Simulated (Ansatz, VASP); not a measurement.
## Two plane-wave programs on MgO

The input INCAR:

```
ALGO = Normal ; EDIFF = 1E-6
ENCUT = 520 ; GGA = PS
ISIF = 2 ; ISMEAR = 0
LASPH = True ; LCHARG = False
LREAL = False ; LWAVE = False
NBANDS = 16 ; NELM = 80
PREC = Accurate ; SIGMA = 0.05
```

KPOINTS

```
k-points
0
Gamma
  9 9 6
```

Contents of POSCAR:

```
MgO
1.0
    3.3258200135      0.0000000000      0.0000000000
   -1.6629100067      2.8802446201      0.0000000000
    0.0000000000      0.0000000000      4.9521460001
Mg O
2 2
Direct
    0.3333333333      0.6666666667      0.0508752499
    0.6666666667      0.3333333333      0.5508752499
    0.3333333333      0.6666666667      0.4009416620
    0.6666666667      0.3333333333      0.9009416620
```

Input for Ansatz:

```yaml
crystal:
  lattice:
    - [3.3258200135, 0.0, 0.0]
    - [-1.6629100067, 2.8802446201, 0.0]
    - [0.0, 0.0, 4.9521460001]
  atoms:
    - { symbol: Mg, position: [0.3333333333, 0.6666666667, 0.0508752499] }
    - { symbol: Mg, position: [0.6666666667, 0.3333333333, 0.5508752499] }
    - { symbol: O, position: [0.3333333333, 0.6666666667, 0.400941662] }
    - { symbol: O, position: [0.6666666667, 0.3333333333, 0.900941662] }
basis:
  ecutwfc: 520.0
kpoints:
  mp_grid: { grid: [9, 9, 6] }
hamiltonian:
  xc: pbesol
  pseudopotentials: { kind: paw, azcp: { folder: soft_1 } }
scf:
  occupations: { method: gaussian, width: 0.05 }
output:
  forces: true
  stress: true
  eigenvalues: true
```

Alike in both runs: task single point; functional PBEsol; k mesh 9 × 9 × 6; occupations gaussian, width 0.05 eV; no spin polarisation.

|  | VASP | Ansatz |
| --- | --- | --- |
| version | VASP 6.6.1 | Ansatz 0.2.0 |
| potentials or method | VASP PAW PBE potentials, release 64 (Mg, O), cutoff 520 eV | scalar-relativistic, plane waves, PAW |
| valence electrons in the cell | 16 | 32 |

VASP gave:

- gap on the k mesh at the Fermi level (eV): 3.59
- least direct gap on the mesh (eV): 3.59
- pressure (GPa): 8.3
- traceless stress, the component that is largest in VASP (GPa): 31.61
- rms of the force components (eV/Å): 2.301

Problem. Which values does Ansatz return?

Solution. gap on the k mesh at the Fermi level (eV): 3.58; least direct gap on the mesh (eV): 3.58; pressure (GPa): 8.2; traceless stress, the component that is largest in VASP (GPa): 30.64; rms of the force components (eV/Å): 2.233.

VASP's potentials were made for PBE, not for PBEsol, and Ansatz warns of the same on its side. Atom by atom the forces differ by 0.068 eV/Å (rms over components). The functional is the same, so the differences come from potentials, cutoffs and numerics. VASP's potentials hold 16 valence electrons a cell and Ansatz's 32, so a difference there can come from the potentials and not from the codes.
